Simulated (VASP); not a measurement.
The system is Rh.

```
CELL_PARAMETERS angstrom
2.68919 0.00000 0.00000
-1.34460 2.32891 0.00000
0.00000 0.00000 4.39145
ATOMIC_POSITIONS crystal
Rh 0.33333 0.66667 0.25000
Rh 0.66667 0.33333 0.75000
```

```yaml
Program: VASP 6.6.1
Task: relaxation of cell and atoms
Functional: revPBE
Potentials_or_basis: VASP PAW PBE potentials, release 64 (Rh_pv)
Cutoff: 600 eV
k_mesh: 13 × 13 × 7
Occupations: fermi-dirac, width 0.1 eV
Spin: no spin polarisation
```

At the start: pressure 10.6 GPa; volume 13.75 Å³/atom.

**Question.** Where does the relaxation end?

**Answer.** Over 13 steps the energy falls by 19.0 meV/atom and the volume is 14.31 Å³/atom (+4.1 %); space group P6_3/mmc (No. 194, to 0.05 Å).

Step by step:
| step | energy change (eV) | largest force (eV/Å) | pressure (GPa) | volume (Å³) |
| --- | --- | --- | --- | --- |
| 1 | 0.0000 | 0.0000 | 10.55 | 27.50 |
| 2 | 0.1122 | 0.0000 | -16.57 | 31.27 |
| 3 | -0.0367 | 0.0000 | -0.41 | 28.68 |
| 4 | -0.0368 | 0.0000 | -0.17 | 28.65 |
| 5 | -0.0367 | 0.0000 | 0.01 | 28.62 |
| 6 | -0.0379 | 0.0000 | 0.16 | 28.61 |
| 7 | -0.0379 | 0.0000 | 0.16 | 28.61 |
| 8 | -0.0379 | 0.0000 | 0.22 | 28.60 |
| 9 | -0.0379 | 0.0000 | 0.18 | 28.61 |
| 10 | -0.0379 | 0.0000 | 0.19 | 28.61 |
| 11 | -0.0379 | 0.0000 | 0.18 | 28.61 |
| 12 | -0.0379 | 0.0000 | -0.37 | 28.67 |
| 13 | -0.0379 | 0.0000 | 0.02 | 28.63 |

Final structure:
```
CELL_PARAMETERS angstrom
2.73746 0.00000 0.00000
-1.36873 2.37071 0.00000
0.00000 0.00000 4.41145
ATOMIC_POSITIONS crystal
Rh 0.33333 0.66667 0.25000
Rh 0.66667 0.33333 0.75000
```

Caveat: the PAW data sets were made with another functional, which shifts forces and pressure a little.
